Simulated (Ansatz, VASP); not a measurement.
Ag: VASP beside Ansatz

```xyz
4
Lattice="3.0459 0.0000 0.0000 -1.5230 2.6378 0.0000 0.0000 0.0000 10.0497" Properties=species:S:1:pos:R:3 pbc="T T T"
Ag    0.0000    1.7586    2.5124
Ag    1.5230    0.8793    7.5372
Ag    0.0000    0.0000    0.0000
Ag    1.5230    2.6378    5.0248
```

Alike in both runs: task single point; functional RPBE; k mesh 14 × 14 × 4; occupations fermi-dirac, width 0.1 eV; no spin polarisation.

```csv
,VASP,Ansatz
version,VASP 6.6.1,Ansatz 0.2.0
potentials or method,"VASP PAW PBE potentials, release 64 (Ag), cutoff 520 eV","plane waves (420 eV) with PAW, scalar-relativistic"
valence electrons in the cell,44,76
```

|  | VASP | Ansatz | Ansatz less VASP |
| --- | --- | --- | --- |
| pressure (GPa) | -4.4 | -4.4 | +0.01 |
| traceless stress, the component that is largest in VASP (GPa) | -0.45 | -0.45 | -0.002 |

VASP's potentials were made for PBE, not for RPBE. VASP's potentials hold 44 valence electrons a cell and Ansatz's 76, so a difference there can come from the potentials and not from the codes.
